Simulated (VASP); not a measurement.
Wanted: the native input for a VASP 6.6.1 run.

| Item | Value |
| --- | --- |
| Task | single point |
| Functional | PBE |
| Potentials or basis | VASP PAW PBE potentials, release 64 (Ca_sv, B) |
| Cutoff | 520 eV |
| k mesh | 4 × 4 × 4 |
| Occupations | gaussian, width 0.1 eV |
| Spin | no spin polarisation |
| Dipole correction | no |
| Further INCAR settings | ALGO = Normal; EDIFF = 1e-07; NBANDS = 25 |

The structure of CaB2 lies in POSCAR:

```
CaB2
1.0
    4.2730948393      0.0000000000      0.0000000000
    0.0000000000      4.2730948393      0.0000000000
    0.0000000000      0.0000000000      4.2730948393
Ca B
2 4
Direct
    0.0000000000      0.0000000000      0.0000000000
    0.5000000000      0.5000000000      0.5000000000
    0.2500000000      0.2500000000      0.2500000000
    0.2500000000      0.7500000000      0.7500000000
    0.7500000000      0.7500000000      0.2500000000
    0.7500000000      0.2500000000      0.7500000000
```

One way to write it, as run:

INCAR

```
SYSTEM = CaB2
PREC     = Accurate       ! precision mode
ENCUT    = 520            ! plane-wave cutoff, eV
EDIFF    = 1E-7           ! SCF threshold, eV
ISMEAR   = 0              ! smearing method
SIGMA    = 0.1            ! smearing width, eV
LREAL    = .False.        ! projectors in reciprocal space
LASPH    = .True.         ! aspherical terms in the spheres
NELM     = 100            ! most SCF steps
ALGO     = Normal         ! electronic algorithm
ISIF     = 2              ! what is computed and relaxed
LWAVE    = .False.        ! write WAVECAR
LCHARG   = .True.         ! write CHGCAR
GGA      = PE             ! functional
LELF     = .True.         ! ELF
LVHAR    = .True.       
NBANDS   = 25             ! bands
```

KPOINTS

```
regular mesh
0
Gamma
  4 4 4
  0 0 0
```

Potentials or basis: VASP PAW PBE potentials, release 64 (Ca_sv, B).

Command:

```sh
$ cat potpaw_PBE.64/Ca_sv/POTCAR potpaw_PBE.64/B/POTCAR > POTCAR
$ mpirun -np 1 vasp_std > vasp.out
```

It gave:

The pressure is 51.7 GPa. The band gap on the k mesh is zero (band 16 reaches 4.41 eV, above the bottom of band 17 at 3.35 eV).

Caveat: the k points lie up to 0.37 Å⁻¹ apart.

Run time: 9.2 s on 1 thread of Intel(R) Xeon(R) 6975P-C (Granite Rapids) (shared host), peak memory 0.17 GiB.
